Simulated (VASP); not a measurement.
Wanted: the native input for a VASP 6.6.1 run.

| Quantity | Value |
| --- | --- |
| Task | single point |
| Functional | PBE |
| Dispersion | D3(BJ) |
| Potentials or basis | VASP PAW PBE potentials, release 64 (As) |
| Cutoff | 520 eV |
| k mesh | 9 × 9 × 1 |
| Occupations | gaussian, width 0.05 eV |
| Spin | no spin polarisation |
| Dipole correction | yes |
| Further INCAR settings | ALGO = Normal; EDIFF = 1e-06; NBANDS = 18 |

The structure of As lies in POSCAR:

```
As
1.0
    3.5713380906      0.0000000000      0.0000000000
   -1.7856690453      3.0928695120      0.0000000000
    0.0000000000      0.0000000000     20.2952802043
As
4
Direct
    0.3333333333      0.6666666667      0.2905917062
    0.6666666667      0.3333333333      0.2217264287
    1.0000000000      0.3333333333      0.5289545203
    0.6666666667      0.6666666667      0.4600892428
```

The input as run:

INCAR

```
SYSTEM = As
PREC = Accurate ; ENCUT = 520
EDIFF = 1E-6 ; ISMEAR = 0
SIGMA = 0.05 ; LREAL = .False.
LASPH = .True. ; NELM = 80
ALGO = Normal ; ISIF = 2
LWAVE = .False. ; LCHARG = .True.
LDIPOL = .True. ; IDIPOL = 3
DIPOL = 0.5 0.5 0.375 ; GGA = PE
IVDW = 12 ; LELF = .True.
LVHAR = .True. ; LVACPOTAV = .True.
NBANDS = 18
```

KPOINTS

```
regular mesh
0
Gamma
  9 9 1
  0 0 0
```

Potentials or basis: VASP PAW PBE potentials, release 64 (As).

Command:

```sh
$ cat potpaw_PBE.64/As/POTCAR > POTCAR
$ mpirun -np 1 vasp_std > vasp.out
```

Results of the run:

| Item | Value |
| --- | --- |
| Largest force | 0.110 eV/Å |
| Band gap on the k mesh | 1.06 eV, indirect (least direct gap 1.58 eV) |
| Dispersion energy per atom | -0.267 eV |

It took 2.4 min on 1 thread of AMD EPYC 9R45 (Zen 5), on a shared host, peak memory 0.33 GiB.
